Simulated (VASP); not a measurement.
A run of VASP 6.6.1:

File POSCAR:

```
PbO2
1.0
    4.9838461089      0.0000000000      0.0000000000
    0.0000000000      4.9838461089      0.0000000000
    0.0000000000      0.0000000000      3.4076223207
Pb O
2 4
Direct
    0.0000000000      0.0000000000      0.0000000000
    0.5000000000      0.5000000000      0.5000000000
    0.3072128127      0.3072128127      0.0000000000
    0.1927871873      0.8072128127      0.5000000000
    0.8072128127      0.1927871873      0.5000000000
    0.6927871873      0.6927871873      0.0000000000
```

File INCAR.step1:

```
PREC = Accurate
ENCUT = 520
EDIFF = 1E-5
ISMEAR = 0
SIGMA = 0.01
LREAL = False
LASPH = True
NELM = 120
ALGO = Normal
ISIF = 2
LWAVE = True
LCHARG = False
GGA = PE
NBANDS = 35
GGA_COMPAT = False
```

INCAR.step2

```
PREC = Accurate
ENCUT = 520
EDIFF = 1E-6
ISMEAR = 0
SIGMA = 0.01
LREAL = False
LASPH = True
NELM = 120
ALGO = Normal
ISIF = 2
LWAVE = False
LCHARG = False
GGA = PE
LHFCALC = True
HFSCREEN = 0.2079
PRECFOCK = Normal
ISTART = 1
NBANDS = 35
GGA_COMPAT = False
```

KPOINTS

```
Automatic mesh
0
Gamma
  2 2 4
```

Potentials or basis: VASP PAW PBE potentials, release 64 (Pb_d, O).

Launch:

```bash
$ cat potpaw_PBE.64/Pb_d/POTCAR potpaw_PBE.64/O/POTCAR > POTCAR
$ cp INCAR.step1 INCAR
$ mpirun -np 1 vasp_std > vasp.out
$ cp INCAR.step2 INCAR
$ mpirun -np 1 vasp_std > vasp.out
```

Hardware: 1 thread of Intel Xeon 8259CL (shared host).

Q: How long does it take, and how much memory?

A: Wall time 30 min on 1 thread of Intel Xeon 8259CL, on a shared host, peak memory 0.34 GiB. Counts: k points 9.
